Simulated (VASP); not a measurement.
Crystal: Mo.

```
Mo
1.0
    -1.58381    1.58381    1.58381
     1.58381   -1.58381    1.58381
     1.58381    1.58381   -1.58381
Mo
1
Direct
  0.00000 0.00000 0.00000
```

- Program: VASP 6.6.1
- Task: relaxation of cell and atoms
- Functional: r2SCAN
- Dispersion: D3(BJ)
- Potentials or basis: VASP PAW PBE potentials, release 64 (Mo_sv)
- Cutoff: 600 eV
- k mesh: 12 × 12 × 12
- Occupations: fermi-dirac, width 0.05 eV
- Spin: no spin polarisation

At the start: pressure -6.8 GPa; volume 15.89 Å³/atom.

**Question.** How do energy, volume and symmetry change on relaxing?

**Answer.** Over 4 steps the energy falls by 8.8 meV/atom and the volume is 15.49 Å³/atom (-2.5 %); space group Im-3m (No. 229, to 0.1 Å) before and after.

Step by step:
| step | energy change (eV) | largest force (eV/Å) | pressure (GPa) | volume (Å³) |
| --- | --- | --- | --- | --- |
| 1 | 0.0000 | 0.0000 | -6.84 | 15.89 |
| 2 | 0.0712 | 0.0000 | 24.66 | 14.38 |
| 3 | -0.0088 | 0.0000 | -0.20 | 15.50 |
| 4 | -0.0088 | 0.0000 | -0.01 | 15.49 |

Final structure:
```
CELL_PARAMETERS angstrom
-1.57044 1.57044 1.57044
1.57044 -1.57044 1.57044
1.57044 1.57044 -1.57044
ATOMIC_POSITIONS crystal
Mo 0.00000 0.00000 0.00000
```

Caveat: the PAW data sets were made with another functional, which shifts forces and pressure a little.
